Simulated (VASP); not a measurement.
CsCl:

```
CELL_PARAMETERS angstrom
4.14068 0.00000 0.00000
0.00000 4.14068 0.00000
0.00000 0.00000 4.14068
ATOMIC_POSITIONS crystal
Cs 0.00000 0.00000 0.00000
Cl 0.50000 0.50000 0.50000
```

Base run:

```yaml
Program: VASP 6.6.1
Functional: r2SCAN
Potentials_or_basis: VASP PAW PBE potentials, release 64 (Cs_sv, Cl)
Cutoff: 550 eV
k_mesh: 6 × 6 × 6
Occupations: gaussian, width 0.01 eV
Spin: no spin polarisation
```

Its results: band gap on the k mesh 5.91 eV, direct; pressure 0.0 GPa.

**Question.** The run is repeated on the same cell with these changes: functional from r2SCAN to PBE; cutoff from 550 eV to 500 eV. What comes out?

**Answer.** Band gap on the k mesh 5.20 eV, direct; pressure 0.8 GPa.

r2SCAN gives the wider gap, since meta-GGAs in the generalised Kohn-Sham scheme recover part of the derivative discontinuity.

Caveats: spin-orbit coupling is left out, which moves the levels of the heavy elements; the PAW data sets were made with another functional, which shifts forces and pressure a little (some runs).

A k mesh can miss the band edges.
